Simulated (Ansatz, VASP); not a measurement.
## Two plane-wave programs on KI

```xyz
2
Lattice="4.2911 0.0000 0.0000 0.0000 4.2911 0.0000 0.0000 0.0000 4.2911" Properties=species:S:1:pos:R:3 pbc="T T T"
K     0.0000    0.0000    0.0000
I     2.1455    2.1455    2.1455
```

Alike in both runs: task single point; functional r2SCAN; k mesh 6 × 6 × 6; no spin polarisation.

|  | VASP | Ansatz |
| --- | --- | --- |
| version | VASP 6.6.1 | Ansatz 0.2.0 |
| potentials or method | VASP PAW PBE potentials, release 64 (K_sv, I) | plane waves, PAW |
| plane-wave cutoff (eV) | 520 | 500 |
| occupations | gaussian, width 0.01 eV | fixed |
| valence electrons in the cell | 16 | 26 |

```tsv
	VASP	Ansatz	Ansatz less VASP
gap on the k mesh at the Fermi level (eV)	4.04	4.04	+0.002
pressure (GPa)	0.0	0.0	0.00
```

VASP's potentials were made for PBE, not for r2SCAN. VASP's potentials hold 16 valence electrons a cell and Ansatz's 26, so a difference there can come from the potentials and not from the codes.

Neither program's run includes spin-orbit coupling.
